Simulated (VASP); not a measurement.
# Hf: relaxation of cell and atoms with PBE

Crystal: Hf.

```
Hf
1.0
     3.19670    0.00000    0.00000
    -1.59835    2.76842    0.00000
     0.00000    0.00000    5.05780
Hf
2
Direct
  0.33333 0.66667 0.25000
  0.66667 0.33333 0.75000
```

```
Program                : VASP 6.6.1
Task                   : relaxation of cell and atoms
Functional             : PBE
Potentials or basis    : VASP PAW PBE potentials, release 64 (Hf_pv)
Cutoff                 : 600 eV
k mesh                 : 18 × 18 × 8
Occupations            : gaussian, width 0.1 eV
Spin                   : no spin polarisation
Dipole correction      : no
Further INCAR settings : ALGO = Fast; EDIFF = 1e-06; IBRION = 2; EDIFFG = -0.005; NSW = 100; ISIF = 3
```

* Relaxed volume: 22.44 Å³/atom
* Relaxed cell: a = 3.200 Å, b = 3.200 Å, c = 5.060 Å, α = 90.00°, β = 90.00°, γ = 120.00°
* Space group after relaxing (to 0.1 Å): P6_3/mmc (No. 194)
* Energy gained by relaxing: 0.1 meV/atom
* Ionic steps: 5
* Pressure after relaxing: 0.0 GPa
* Band gap on the k mesh: zero (bands 10 and 11 overlap by 1.59 eV)

The path:
```tsv
step	energy change (eV)	largest force (eV/Å)	pressure (GPa)	volume (Å³)
1	0.0000	0.0000	0.30	44.76
2	0.0000	0.0000	-0.37	45.04
3	-0.0001	0.0000	-0.01	44.89
4	-0.0001	0.0000	0.00	44.88
5	-0.0001	0.0000	0.01	44.88
```

Final structure:
```yaml
crystal:
  lattice:
    - [3.20044, 0.00000, 0.00000]
    - [-1.60022, 2.77166, 0.00000]
    - [0.00000, 0.00000, 5.05979]
  atoms:
    - { symbol: Hf, position: [0.33333, 0.66667, 0.25000] }
    - { symbol: Hf, position: [0.66667, 0.33333, 0.75000] }
```

Levels at points of the mesh, in eV from the Fermi level:
```
           k point  band 8  band 9  band 10  band 11  band 12  band 13
(0.00, 0.00, 0.00)   -3.71    0.62     1.17     1.17     1.45     1.99
(0.50, 0.00, 0.00)   -2.75   -2.23    -0.82     0.78     0.86     1.67
(0.00, 0.00, 0.50)   -5.41    0.14     0.14     1.06     1.06     1.06
(0.50, 0.00, 0.50)   -3.41   -0.99    -0.99     1.15     1.15     2.63
```

Wall time 2.2 min on 1 thread of Intel(R) Xeon(R) 6975P-C (Granite Rapids), with other jobs on the host, peak memory 0.28 GiB.

Caveat: spin-orbit coupling is left out, which moves the levels of the heavy elements.
